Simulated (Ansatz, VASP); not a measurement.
BiTe2As: VASP beside Ansatz

INCAR

```
SYSTEM = BiTe2As
PREC     = Accurate       ! precision mode
ENCUT    = 500            ! plane-wave cutoff, eV
EDIFF    = 1E-6           ! SCF threshold, eV
ISMEAR   = 0              ! smearing method
SIGMA    = 0.1            ! smearing width, eV
LREAL    = .FALSE.        ! projectors in reciprocal space
LASPH    = .TRUE.         ! aspherical terms in the spheres
NELM     = 120            ! most SCF steps
ALGO     = Normal         ! electronic algorithm
ISIF     = 2              ! what is computed and relaxed
LWAVE    = .FALSE.        ! write WAVECAR
LCHARG   = .FALSE.        ! write CHGCAR
GGA      = PE             ! functional
NBANDS   = 24             ! bands
GGA_COMPAT= .FALSE.
```

File KPOINTS:

```
Automatic mesh
0
G
  6 6 6
  0 0 0
```

The input POSCAR:

```
BiTe2As
1.0
    2.1135714166      1.2202710263      7.4374974411
   -2.1135714166      1.2202710263      7.4374974411
    0.0000000000     -2.4405420527      7.4374974411
Bi Te As
1 2 1
Direct
    0.0000000000      0.0000000000      0.0000000000
    0.2220000000      0.2220000000      0.2220000000
    0.7780000000      0.7780000000      0.7780000000
    0.5000000000      0.5000000000      0.5000000000
```

Input for Ansatz:

```yaml
crystal:
  lattice:
    - [2.1135714166, 1.2202710263, 7.4374974411]
    - [-2.1135714166, 1.2202710263, 7.4374974411]
    - [0.0, -2.4405420527, 7.4374974411]
  atoms:
    - { symbol: Bi, position: [0.0, 0.0, 0.0] }
    - { symbol: Te, position: [0.222, 0.222, 0.222] }
    - { symbol: Te, position: [0.778, 0.778, 0.778] }
    - { symbol: As, position: [0.5, 0.5, 0.5] }
basis:
  ecutwfc: 420
kpoints:
  mp_grid: { grid: [6, 6, 6] }
hamiltonian:
  xc: pbe
scf:
  occupations: { method: gaussian, width: 0.1 }
  lower_state_search: "off"
output:
  forces: true
  stress: true
  eigenvalues: true
```

Alike in both runs: task single point; functional PBE; k mesh 6 × 6 × 6; occupations gaussian, width 0.1 eV; no spin polarisation.

```csv
,VASP,Ansatz
version,VASP 6.6.1,Ansatz 0.2.0
potentials or method,"VASP PAW PBE potentials, release 64 (Bi_d, Te, As), cutoff 500 eV","scalar-relativistic, plane waves, PAW"
valence electrons in the cell,32,62
```

|  | VASP | Ansatz | Ansatz less VASP |
| --- | --- | --- | --- |
| gap on the k mesh at the Fermi level (eV) | none | none | - |
| pressure (GPa) | 6.5 | 6.4 | -0.05 |
| traceless stress, the component that is largest in VASP (GPa) | -0.51 | -0.47 | +0.046 |
| rms of the force components (eV/Å) | 1.063 | 1.058 | -0.0047 |

Atom by atom the forces differ by 0.005 eV/Å (rms over components). A gap of «none» marks a metal or a gap that the smearing closes. VASP's potentials hold 32 valence electrons a cell and Ansatz's 62, so a difference there can come from the potentials and not from the codes.

Spin-orbit coupling is off throughout.
